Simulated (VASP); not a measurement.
Set up this calculation in VASP 6.6.1, as the native input.

- Task: single point
- Functional: PBE
- Potentials or basis: VASP PAW PBE potentials, release 64 (Te)
- Cutoff: 520 eV
- k mesh: 15 × 15 × 13
- Occupations: fermi-dirac, width 0.1 eV
- Spin: no spin polarisation
- Dipole correction: no
- Further INCAR settings: ALGO = Normal; EDIFF = 1e-06; NBANDS = 9

The structure of Te lies in POSCAR:

```
Te
1.0
    2.9909797053      0.0000000000      0.0000000000
   -1.4954898526      2.5902644070      0.0000000000
    0.0000000000      0.0000000000      2.8118994418
Te
1
Direct
    0.0000000000      0.0000000000      0.0000000000
```

This isn't the form of Te at room conditions, which is trigonal, of chains.

One way to write it, as run:

INCAR

```
SYSTEM = Te
ALGO = Normal
EDIFF = 1E-6
ENCUT = 520
GGA = PE
ISIF = 2
ISMEAR = -1
LASPH = .TRUE.
LCHARG = .FALSE.
LREAL = .FALSE.
LWAVE = .FALSE.
NBANDS = 9
NELM = 60
PREC = Accurate
SIGMA = 0.1
```

KPOINTS

```
k-points
0
G
  15 15 13
  0 0 0
```

Potentials or basis: VASP PAW PBE potentials, release 64 (Te).

Command:

```sh
$ cat potpaw_PBE.64/Te/POTCAR > POTCAR
$ mpirun -np 1 vasp_std > vasp.out
```

Results of the run:

```yaml
Pressure: 41.3 GPa
Band_gap_on_the_k_mesh: zero (bands 3 and 4 overlap by 10.56 eV)
```

Caveat: the cell stands under pressure; spin-orbit coupling is left out, which moves the levels of the heavy elements.

It took 21 s on 1 thread of Intel Xeon 6455B (shared host), peak memory 0.16 GiB.
